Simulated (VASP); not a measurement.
MgScF3: single point with r2SCAN+U

MgScF3:

```
CELL_PARAMETERS angstrom
4.00611 0.00000 0.00000
0.00000 4.00611 0.00000
0.00000 0.00000 4.00611
ATOMIC_POSITIONS crystal
Sc 0.50000 0.50000 0.50000
Mg 0.00000 0.00000 0.00000
F 0.50000 0.00000 0.00000
F 0.00000 0.50000 0.00000
F 0.00000 0.00000 0.50000
```

```json
{
  "Program": "VASP 6.6.1",
  "Task": "single point",
  "Functional": "r2SCAN",
  "Potentials or basis": "VASP PAW PBE potentials, release 64 (Sc_sv, Mg_sv, F)",
  "Cutoff": "660 eV",
  "k mesh": "5 × 5 × 5",
  "Occupations": "fermi-dirac, width 0.1 eV",
  "Spin": "no spin polarisation",
  "Hubbard terms": "Sc d U = 3.0 eV"
}
```

```yaml
Pressure: -0.6 GPa
Band_gap_on_the_k_mesh: zero (bands 21 and 22 overlap by 1.52 eV)
```

Levels at points of the mesh, in eV from the Fermi level:
```csv
k point,band 19,band 20,band 21,band 22,band 23,band 24
"(0.00, 0.00, 0.00)",-8.59,-8.59,-2.32,-0.81,-0.81,1.34
```

Eigenvalues of the final occupation matrices:
```csv
site,spin,trace,eigenvalues
site 1 d,1,0.53,0.01 0.01 0.01 0.25 0.25
site 1 d,2,0.53,0.01 0.01 0.01 0.25 0.25
```

It took 51 s on 1 thread of Intel(R) Xeon(R) 6975P-C (Granite Rapids) (shared host), peak memory 0.23 GiB.

Caveat: the PAW data sets were made with another functional, which shifts forces and pressure a little; U without spin polarisation on a metal has little footing.
